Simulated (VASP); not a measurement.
Crystal: TiMoS4.

```
Ti Mo S
1.0
     0.00000    3.84791    3.84791
     3.84791    0.00000    3.84791
     3.84791    3.84791    0.00000
Ti Mo S
1 1 4
Cartesian
  5.7719 5.7719 5.7719
  0.0000 0.0000 0.0000
  4.8110 4.8110 2.8849
  2.8849 4.8110 4.8110
  2.8849 2.8849 2.8849
  4.8110 2.8849 4.8110
```

The cell was built from a structure type or drawn by symmetry, and may not be a known phase.

```yaml
Program: VASP 6.6.1
Task: relaxation of cell and atoms
Functional: PBE
Potentials_or_basis: VASP PAW PBE potentials, release 64 (Ti_sv, Mo_sv, S)
Cutoff: 600 eV
k_mesh: 4 × 4 × 4
Occupations: gaussian, width 0.1 eV
Spin: collinear spin
Starting_moments: "[1.0, -1.0, 0.0, 0.0, 0.0, 0.0] μB"
```

At the start: pressure -8.5 GPa; volume 18.99 Å³/atom.

Task: Where does the relaxation end?

Result: Over 6 steps the energy falls by 140.3 meV/atom and the volume is 15.22 Å³/atom (-19.8 %); space group F-43m (No. 216, to 0.1 Å) before and after; moment 0.01 μB per cell.

Step by step:
| step | energy change (eV) | largest force (eV/Å) | pressure (GPa) | volume (Å³) |
| --- | --- | --- | --- | --- |
| 1 | 0.0000 | 0.0161 | -8.50 | 113.95 |
| 2 | -0.7233 | 0.0590 | -5.22 | 98.13 |
| 3 | -0.8362 | 0.0925 | 1.38 | 90.30 |
| 4 | -0.8415 | 0.0915 | -0.21 | 91.79 |
| 5 | -0.8415 | 0.0919 | 0.21 | 91.37 |
| 6 | -0.8421 | 0.0285 | 0.24 | 91.35 |

Final structure:
```
CELL_PARAMETERS angstrom
0.00000 3.57454 3.57454
3.57454 0.00000 3.57454
3.57454 3.57454 0.00000
ATOMIC_POSITIONS crystal
Ti 0.75000 0.75000 0.75000
Mo 0.00000 0.00000 0.00000
S 0.37534 0.37534 0.87398
S 0.87398 0.37534 0.37534
S 0.37534 0.37534 0.37534
S 0.37534 0.87398 0.37534
```

Caveat: the volume moved by over 15 % at a fixed basis, so the end points are rough.
